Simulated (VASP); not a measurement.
**Sc2Al: single point with LDA**

Sc2Al:

```
Sc Al
1.0
     4.89261    0.00000    0.00000
    -2.44631    4.23713    0.00000
     0.00000    0.00000    6.16142
Sc Al
4 2
Direct
  0.00000 0.00000 0.00000
  0.00000 0.00000 0.50000
  0.33333 0.66667 0.75000
  0.66667 0.33333 0.25000
  0.33333 0.66667 0.25000
  0.66667 0.33333 0.75000
```

```
Program                : VASP 6.6.1
Task                   : single point
Functional             : LDA
Potentials or basis    : VASP PAW LDA potentials, release 64 (Sc_sv, Al)
Cutoff                 : 520 eV
k mesh                 : 6 × 6 × 4
Occupations            : fermi-dirac, width 0.1 eV
Spin                   : no spin polarisation
Dipole correction      : no
Further INCAR settings : ALGO = Normal; EDIFF = 1e-06; NBANDS = 34
```

```yaml
Pressure: -4.4 GPa
Band_gap_on_the_k_mesh: zero (bands 25 and 26 overlap by 0.72 eV)
```

Stress tensor (GPa, compression positive):
```
-4.43  0.00  0.00
 0.00 -4.43  0.00
 0.00  0.00 -4.33
```

Levels at points of the mesh, in eV from the Fermi level:
```
           k point  band 23  band 24  band 25  band 26  band 27  band 28
(0.00, 0.00, 0.00)    -0.60    -0.60    -0.35    -0.35    -0.03    -0.03
(0.50, 0.00, 0.00)    -0.99    -0.75    -0.63     0.27     0.37     0.82
(0.00, 0.00, 0.50)    -1.02    -1.02     0.12     0.12     0.12     0.12
(0.50, 0.00, 0.50)    -0.80    -0.80     0.20     0.20     0.50     0.50
```

It took 110 s on 1 thread of Oxide Virtual Turin-like Processor (shared host), peak memory 0.2 GiB.

Caveat: the cell stands under tension.
